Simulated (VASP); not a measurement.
# Sr: single point with PBE

Sr:

```
Sr
1.0
     3.38478    0.00000    0.00000
     0.00000    3.38478    0.00000
     0.00000    0.00000    3.38478
Sr
1
Direct
  0.00000 0.00000 0.00000
```

This cell differs from its parent crystal: volume scaled by 0.68, source ansatz.

```json
{
 "Program": "VASP 6.6.1",
 "Task": "single point",
 "Functional": "PBE",
 "Potentials or basis": "VASP PAW PBE potentials, release 64 (Sr_sv)",
 "Cutoff": "520 eV",
 "k mesh": "10 × 10 × 10",
 "Occupations": "fermi-dirac, width 0.05 eV",
 "Spin": "no spin polarisation"
}
```

```yaml
Pressure: 5.4 GPa
Band_gap_on_the_k_mesh: zero (band 5 reaches 2.94 eV, above the bottom of band 6 at 2.61 eV)
```

Levels at points of the mesh, in eV from the Fermi level:
| k point | band 2 | band 3 | band 4 | band 5 | band 6 | band 7 | band 8 | band 9 |
| --- | --- | --- | --- | --- | --- | --- | --- | --- |
| (0.00, 0.00, 0.00) | -17.95 | -17.95 | -17.95 | -3.73 | 0.55 | 0.55 | 6.70 | 6.70 |
| (0.50, 0.00, 0.00) | -18.83 | -17.87 | -17.87 | -0.92 | 0.43 | 1.38 | 3.85 | 3.85 |
| (0.50, 0.50, 0.00) | -18.69 | -18.69 | -17.80 | -1.21 | 1.29 | 3.94 | 3.94 | 4.52 |
| (0.50, 0.50, 0.50) | -18.57 | -18.57 | -18.57 | 0.21 | 0.21 | 0.21 | 5.07 | 8.39 |

Run time: 18 s on 1 thread of AMD EPYC 7R43 64-Core Processor (Zen 3) (shared host), peak memory 0.13 GiB.
